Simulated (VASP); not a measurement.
Here is a VASP 6.6.1 calculation.

File INCAR:

```
SYSTEM = H5C3NO2
  ALGO = Normal
  EDIFF = 1E-6
  ENCUT = 520
  GGA = PE
  ISIF = 2
  ISMEAR = -1
  IVDW = 12
  LASPH = .True.
  LCHARG = .False.
  LREAL = Auto
  LWAVE = .False.
  NBANDS = 73
  NELM = 60
  PREC = Accurate
  SIGMA = 0.05
```

File KPOINTS:

```
k-points
0
Gamma
  1 1 1
  0 0 0
```

File POSCAR:

```
H5C3NO2
1.0
    7.6630940000      0.0000000000      0.0000000000
    0.0000000000      7.6630940000      0.0000000000
    0.0000000000      0.0000000000      7.6630940000
C N H O
9 3 15 6
Direct
    0.2687556749      0.6215635617      0.6208719350
    0.1724760260      0.5250751198      0.4804978250
    0.6682548850      0.1271157577      0.8594439792
    0.5441405260      0.2725661463      0.8596658217
    0.7878540965      0.5173106320      0.1470554844
    0.6510686154      0.5969129440      0.2405816763
    0.3287444993      0.7626292983      0.0456212595
    0.5796222779      0.1277290870      0.4165941329
    0.1474991694      0.1164412181      0.6988691513
    0.0861531909      0.4556645136      0.3729172577
    0.4335455105      0.3737263304      0.8902017906
    0.5283114105      0.6467883599      0.3244120456
    0.3986509888      0.5657375467      0.6666106406
    0.2558496607      0.7586100340      0.5869300311
    0.1781786834      0.6251652400      0.7462129526
    0.7468001828      0.1448762080      0.9805699891
    0.5946684198      0.0053764185      0.8584652622
    0.7291832777      0.1180332644      0.7318845365
    0.9173579236      0.5669642053      0.2004281821
    0.7924605910      0.3640827060      0.1563467706
    0.7886892683      0.5394296351     -0.0042933050
    0.1669038642      0.9692429716      0.0244548742
    0.3247382846      0.6524127200      0.1291775881
    0.5289899876     -0.0855920598      0.2887215007
    0.5027864724      0.2357272402      0.4641206280
   -0.0336156649      0.0459344489      0.5732279938
    0.2613174261      0.2160746038      0.6838360589
    0.1821587990      0.8518621852      0.0697629443
    0.4614193693      0.8032003783     -0.0446294930
    0.4717676698      0.0223799943      0.3215019938
    0.7321716268      0.1139487523      0.4677875542
    0.1069672380      0.0359254369      0.5417655062
    0.0808420202      0.0802808892      0.8388517745
```

Potentials or basis: VASP PAW PBE potentials, release 64 (C, N, H, O).

Command:

```sh
$ cat potpaw_PBE.64/C/POTCAR potpaw_PBE.64/N/POTCAR potpaw_PBE.64/H/POTCAR potpaw_PBE.64/O/POTCAR > POTCAR
$ mpirun -np 1 vasp_gam > vasp.out
```

Task: What does it give for the dispersion energy per atom?

Result: -0.046 eV.

Task: Predict the band gap on the k mesh.

Result: 4.10 eV.

Task: Predict the largest force.

Result: 4.762 eV/Å.

Task: What does it give for the pressure?

Result: -2.6 GPa.

Forces on the atoms (eV/Å):
```
C   -1.983 -0.882  1.459
C   -0.128 -0.213  0.120
C   -0.650  0.898  0.123
C   -0.424 -0.460  0.725
C    2.174 -1.425 -2.191
C   -3.492  0.562  1.929
C    1.974  1.930 -1.741
C   -0.073 -0.493  0.523
C    2.382  0.375 -0.784
N    1.429  0.657  1.415
N    0.551 -0.185 -0.329
N    3.106 -0.761 -1.538
H   -1.166  0.754 -0.831
H    0.891  0.400 -0.389
H    1.086 -0.625 -1.570
H    0.167 -0.467 -0.888
H   -0.419 -0.276  0.721
H    0.965  0.473  0.154
H   -0.947 -0.572 -0.455
H   -0.209  2.054  0.387
H   -0.386  0.185  1.887
H    0.399  0.529 -0.856
H   -0.054 -1.339  0.329
H    0.445 -1.045 -0.124
H   -0.581  0.866 -0.104
H    2.643 -1.186 -1.857
H   -1.177 -1.094  0.238
O   -0.263 -0.875  0.767
O   -2.477 -0.507  1.262
O    1.212  1.469  0.770
O   -0.908 -0.809 -1.177
O   -3.749  1.596  2.463
O   -0.338  0.464 -0.441
```

Caveat: the k points lie up to 0.82 Å⁻¹ apart; the atoms stand as in a frame of molecular dynamics.
